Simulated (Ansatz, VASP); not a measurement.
One calculation of WC, two programs

```xyz
2
Lattice="0.0000 2.1927 2.1927 2.1927 0.0000 2.1927 2.1927 2.1927 0.0000" Properties=species:S:1:pos:R:3 pbc="T T T"
W     0.0000    0.0000    0.0000
C     2.1927    2.1927    2.1927
```

Alike in both runs: task relaxation of cell and atoms; functional LDA; k mesh 9 × 9 × 9; occupations methfessel-paxton of order 1, width 0.15 eV; no spin polarisation.

|  | VASP | Ansatz |
| --- | --- | --- |
| version | VASP 6.6.1 | Ansatz 0.2.0 |
| potentials or method | VASP PAW LDA potentials, release 64 (W_sv, C), cutoff 600 eV | plane waves, PAW |
| valence electrons in the cell | 18 | 18 |

Ansatz gave:

* relaxed volume (Å³/atom): 10.11
* relaxed cell length with the largest relative difference (Å): 3.058

Problem. Which values does VASP return?

Solution. Relaxed volume (Å³/atom): 10.17; relaxed cell length with the largest relative difference (Å): 3.064.

LDA's correlation is that of Perdew and Zunger in VASP and of Perdew and Wang (1992) in Ansatz.

Spin-orbit coupling is off throughout. Noted on VASP's run: too few bands were computed for a metal, which touches its energy and stress.
